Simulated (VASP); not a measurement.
# BaTiO3 (Pm-3m) in VASP: notebook, part 2 of 2

VASP 6.6.1.

### 4 Single point, PBE (volume changed by -6%)

INCAR reads:

```
PREC     = Accurate       # precision mode
ENCUT    = 910            # plane-wave cutoff, eV
EDIFF    = 1E-6           # SCF threshold, eV
ISMEAR   = 0              # smearing method
SIGMA    = 0.01           # smearing width, eV
LREAL    = F              # projectors in reciprocal space
LASPH    = T              # aspherical terms in the spheres
NELM     = 120            # most SCF steps
ALGO     = Normal         # electronic algorithm
ISIF     = 2              # what is computed and relaxed
LWAVE    = F              # write WAVECAR
LCHARG   = F              # write CHGCAR
GGA      = PE             # functional
NBANDS   = 28             # bands
GGA_COMPAT= F
```

KPOINTS reads:

```
regular mesh
0
Gamma
  6 6 6
```

POSCAR reads:

```
BaTiO3
1.0
    3.9372021242      0.0000000000      0.0000000000
    0.0000000000      3.9372021242      0.0000000000
    0.0000000000      0.0000000000      3.9372021242
Ba Ti O
1 1 3
Direct
    0.5000000000      0.5000000000      0.5000000000
    0.0000000000      0.0000000000      0.0000000000
    0.5000000000      0.0000000000      0.0000000000
    0.0000000000      0.5000000000      0.0000000000
    0.0000000000      0.0000000000      0.5000000000
```

Potentials or basis: VASP PAW PBE potentials, release 64 (Ba_sv, Ti_sv, O_h).

Run with:

```bash
$ cat potpaw_PBE.64/Ba_sv/POTCAR potpaw_PBE.64/Ti_sv/POTCAR potpaw_PBE.64/O_h/POTCAR > POTCAR
$ mpirun -np 1 vasp_std > vasp.out
```

OUTCAR:

```text
PREC = Accurate
   ENCUT = 910
   EDIFF = 1E-6
   ISMEAR = 0
   LREAL = F
   LASPH = T
   NELM = 120
   ISIF = 2
   GGA = PE

 ion  position               nearest neighbor table
   1  0.500  0.500  0.500-   3 2.78   4 2.78   5 2.78   3 2.78   4 2.78   3 2.78   5 2.78   3 2.78
                             4 2.78   5 2.78   4 2.78   5 2.78   2 3.41   2 3.41   2 3.41   2 3.41
   2  0.000  0.000  0.000-   3 1.97   4 1.97   5 1.97   5 1.97   4 1.97   3 1.97   1 3.41   1 3.41
                             1 3.41   1 3.41   1 3.41   1 3.41   1 3.41   1 3.41
   3  0.500  0.000  0.000-   2 1.97   2 1.97   1 2.78   1 2.78   1 2.78   1 2.78
   4  0.000  0.500  0.000-   2 1.97   2 1.97   1 2.78   1 2.78   1 2.78   1 2.78
   5  0.000  0.000  0.500-   2 1.97   2 1.97   1 2.78   1 2.78   1 2.78   1 2.78

  LATTYP: Found a simple cubic cell.
 ALAT       =     3.9372021242

  Lattice vectors:

 A1 = (   3.9372021242,   0.0000000000,   0.0000000000)
 A2 = (   0.0000000000,   3.9372021242,   0.0000000000)
 A3 = (   0.0000000000,   0.0000000000,   3.9372021242)

Analysis of symmetry for initial positions (statically):
=====================================================================
[... 177 lines left out ...]
 cond. band min:       6.4445769969   @ k =   0.0000   0.0000   0.0000
 fundamental gap:      1.8468591619
 Fermi energy:         4.8081361799

 k-point     1 :       0.0000    0.0000    0.0000
  band No.  band energies     occupation
      1     -51.8261      2.00000
      2     -28.0657      2.00000
      3     -28.0657      2.00000
      4     -28.0657      2.00000
      5     -20.1064      2.00000
      6     -12.4007      2.00000
[... 609 lines left out ...]
     27      12.8236      0.00000
     28      12.8236      0.00000

------------------------ aborting loop because EDIFF is reached ----------------------------------------

  FORCE on cell =-STRESS in cart. coord.  units (eV):
  Direction    XX          YY          ZZ          XY          YZ          ZX
  --------------------------------------------------------------------------------------
  -------------------------------------------------------------------------------------
  Total        5.1114419      5.1114419      5.1114419      0.0000000     -0.0000000      0.0000000
  in kB      134.1809541    134.1809541    134.1809541      0.0000000     -0.0000000      0.0000000
  external PRESSURE =     134.1809541 kB  Pullay stress =       0.0000000 kB

 VOLUME and BASIS-vectors are now :
 -----------------------------------------------------------------------------
  energy-cutoff  :      910.00
  volume of cell :       61.03
      direct lattice vectors                 reciprocal lattice vectors
     3.937202124  0.000000000  0.000000000     0.253987468  0.000000000  0.000000000
     0.000000000  3.937202124  0.000000000     0.000000000  0.253987468  0.000000000
     0.000000000  0.000000000  3.937202124     0.000000000  0.000000000  0.253987468

 POSITION                                       TOTAL-FORCE (eV/Angst)
 -----------------------------------------------------------------------------------
      1.96860      1.96860      1.96860         0.000000      0.000000      0.000000
      0.00000      0.00000      0.00000         0.000000      0.000000      0.000000
      1.96860      0.00000      0.00000         0.000000      0.000000      0.000000
      0.00000      1.96860      0.00000         0.000000      0.000000      0.000000
      0.00000      0.00000      1.96860         0.000000      0.000000      0.000000
 -----------------------------------------------------------------------------------
    total drift:                                0.000000      0.000000     -0.000000

  FREE ENERGIE OF THE ION-ELECTRON SYSTEM (eV)
  ---------------------------------------------------
  free  energy   TOTEN  =       -39.8226098475 eV

  energy  without entropy=      -39.8226098475  energy(sigma->0) =      -39.82260985
```

OSZICAR:

```text
N       E                     dE             d eps       ncg     rms          rms(c)
DAV:   1     0.584379044014E+03    0.58438E+03   -0.28332E+04  1120   0.232E+03
DAV:   2     0.534795393147E+02   -0.53090E+03   -0.50451E+03  1216   0.529E+02
DAV:   3    -0.445519004307E+02   -0.98031E+02   -0.93127E+02  1464   0.192E+02
DAV:   4    -0.503434446696E+02   -0.57915E+01   -0.57677E+01  1448   0.478E+01
DAV:   5    -0.505657462780E+02   -0.22230E+00   -0.22214E+00  1668   0.873E+00    0.243E+01
DAV:   6    -0.398380733282E+02    0.10728E+02   -0.54106E+01  1596   0.677E+01    0.977E+00
DAV:   7    -0.399209098125E+02   -0.82836E-01   -0.88792E+00  1480   0.211E+01    0.711E+00
DAV:   8    -0.398009487886E+02    0.11996E+00   -0.78029E-01  1404   0.794E+00    0.322E+00
DAV:   9    -0.398404598958E+02   -0.39511E-01   -0.25201E-01  1548   0.391E+00    0.129E+00
DAV:  10    -0.398231558307E+02    0.17304E-01   -0.88860E-02  1368   0.311E+00    0.386E-01
DAV:  11    -0.398226421083E+02    0.51372E-03   -0.64919E-03  1644   0.550E-01    0.711E-02
DAV:  12    -0.398228174463E+02   -0.17534E-03   -0.14727E-03  1624   0.248E-01    0.131E-01
DAV:  13    -0.398226105518E+02    0.20689E-03   -0.94001E-04  1484   0.298E-01    0.346E-02
DAV:  14    -0.398226089368E+02    0.16150E-05   -0.69416E-05  1368   0.791E-02    0.801E-03
DAV:  15    -0.398226098475E+02   -0.91070E-06   -0.64963E-06  1452   0.199E-02
   1 F= -.39822610E+02 E0= -.39822610E+02  d E =0.000000E+00
```

stdout:

```text
POSCAR found type information on POSCAR BaTiO
 POSCAR found :  3 types and       5 ions
 scaLAPACK will be used
 LDA part: xc-table for (Slater+PW92), standard interpolation
 POSCAR, INCAR and KPOINTS ok, starting setup
 FFT: planning ... GRIDC
 FFT: planning ... GRID_SOFT
 FFT: planning ... GRID
 WAVECAR not read
 entering main loop
```

It took 50 s on 1 thread of Intel Xeon 6975P-C (Granite Rapids), shared host; peak memory 0.29 GiB.

Results:

```yaml
Free_energy: -39.8226 eV
Pressure: 13.4 GPa
Band_gap_on_the_k_mesh: 1.85 eV, indirect (least direct gap 1.94 eV)
```

Levels at points of the mesh, in eV from the valence-band top:
```tsv
k point	band 16	band 17	band 18	band 19	band 20	band 21	band 22	band 23	band 24	band 25
(0.00, 0.00, 0.00)	-1.17	-1.17	-0.09	-0.09	-0.09	1.85	1.85	1.85	4.25	4.25
(0.50, 0.00, 0.00)	-2.01	-1.88	-1.88	-0.71	-0.71	2.03	3.74	3.74	4.26	6.42
(0.50, 0.50, 0.00)	-2.87	-1.69	-0.84	-0.84	-0.10	3.75	3.75	4.19	5.18	8.12
(0.50, 0.50, 0.50)	-2.37	-2.37	0.00	0.00	0.00	4.48	4.48	4.48	6.96	6.96
```

Caveat: the cutoff is under 1.25 times the usual one of these potentials, so pressure, stress and relaxed cells hold a basis-set (Pulay) error; spin-orbit coupling is left out, which moves the levels of the heavy elements. A k mesh can miss the band edges.

### 5 Summary

| level | cell | gap on the mesh (eV) | pressure (GPa) |
| --- | --- | --- | --- |
| r2SCAN | a = 4.034 Å, 5 atoms | 2.09 | -3.6 |
| PBE | a = 3.979 Å, 5 atoms | 1.78 | 6.9 |
| PBE | a = 3.937 Å, 5 atoms | 1.85 | 13.4 |

Alike in all rows: task single point; potentials or basis VASP PAW PBE potentials, release 64 (Ba_sv, Ti_sv, O_h); no spin polarisation; k mesh 6 × 6 × 6; cutoff (eV) 910; smearing gaussian 0.01 eV.

Caveats: the cutoff is under 1.25 times the usual one of these potentials, so pressure, stress and relaxed cells hold a basis-set (Pulay) error; spin-orbit coupling is left out, which moves the levels of the heavy elements; the PAW data sets were made with another functional, which shifts forces and pressure a little (some runs).

Total energies depend on the potentials used, so only differences within one code and one set of settings carry meaning.
